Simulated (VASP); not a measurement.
Set up this calculation in VASP 6.6.1, as the native input.

* Task: single point
* Functional: revPBE
* Potentials or basis: VASP PAW PBE potentials, release 64 (N, B)
* Cutoff: 520 eV
* k mesh: 13 × 13 × 13
* Occupations: fermi-dirac, width 0.05 eV
* Spin: no spin polarisation
* Dipole correction: no
* Further INCAR settings: ALGO = Normal; EDIFF = 1e-07; NBANDS = 11

The structure of BN lies in POSCAR:

```
BN
1.0
    0.0000000000      1.8195300375      1.8195300375
    1.8195300375      0.0000000000      1.8195300375
    1.8195300375      1.8195300375      0.0000000000
N B
1 1
Direct
    0.2500000000      0.2500000000      0.2500000000
    0.0000000000      0.0000000000      0.0000000000
```

One way to write it, as run:

INCAR

```
SYSTEM = BN
PREC = Accurate
ENCUT = 520
EDIFF = 1E-7
ISMEAR = -1
SIGMA = 0.05
LREAL = .False.
LASPH = .True.
NELM = 60
ALGO = Normal
ISIF = 2
LWAVE = .False.
LCHARG = .False.
GGA = RE
NBANDS = 11
```

KPOINTS

```
regular mesh
0
Gamma
  13 13 13
  0 0 0
```

Potentials or basis: VASP PAW PBE potentials, release 64 (N, B).

Command:

```console
$ cat potpaw_PBE.64/N/POTCAR potpaw_PBE.64/B/POTCAR > POTCAR
$ mpirun -np 1 vasp_std > vasp.out
```

It gave:

```
Pressure               : 0.2 GPa
Band gap on the k mesh : 4.53 eV, indirect (least direct gap 8.77 eV)
```

Caveat: the PAW data sets were made with another functional, which shifts forces and pressure a little.

It took 6.4 s on 1 thread of Intel(R) Xeon(R) 6975P-C (Granite Rapids), on a shared host, peak memory 0.12 GiB.
